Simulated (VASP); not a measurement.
A run of VASP 6.6.1 is set up as follows.

File INCAR:

```
SYSTEM = Se
PREC = Accurate
ENCUT = 520
EDIFF = 1E-6
ISMEAR = 1
SIGMA = 0.6
LREAL = .False.
LASPH = .True.
NELM = 60
ALGO = Normal
ISIF = 2
LWAVE = .False.
LCHARG = .False.
GGA = PE
NBANDS = 16
```

Contents of KPOINTS:

```
regular mesh
0
Gamma
  8 8 6
  0 0 0
```

POSCAR

```
Se
1.0
    4.5203796332      0.0000000000      0.0000000000
   -2.2601898166      3.9147635971      0.0000000000
    0.0000000000      0.0000000000      5.0453124951
Se
3
Direct
    0.2189274285      0.0000000000      0.3333333333
    1.0000000000      0.2189274285      0.6666666667
    0.7810725715      0.7810725715      0.0000000000
```

Potentials or basis: VASP PAW PBE potentials, release 64 (Se).

Launch:

```bash
$ cat potpaw_PBE.64/Se/POTCAR > POTCAR
$ mpirun -np 1 vasp_std > vasp.out
```

**Question.** What does it give for the largest force?

**Answer.** 0.017 eV/Å.

**Question.** Estimate the pressure.

**Answer.** 0.0 GPa.

Forces on the atoms (eV/Å):
```
Se   0.017  0.000  0.000
Se  -0.009  0.015  0.000
Se  -0.009 -0.015  0.000
```

Caveat: so wide a smearing shifts energies and pressures.
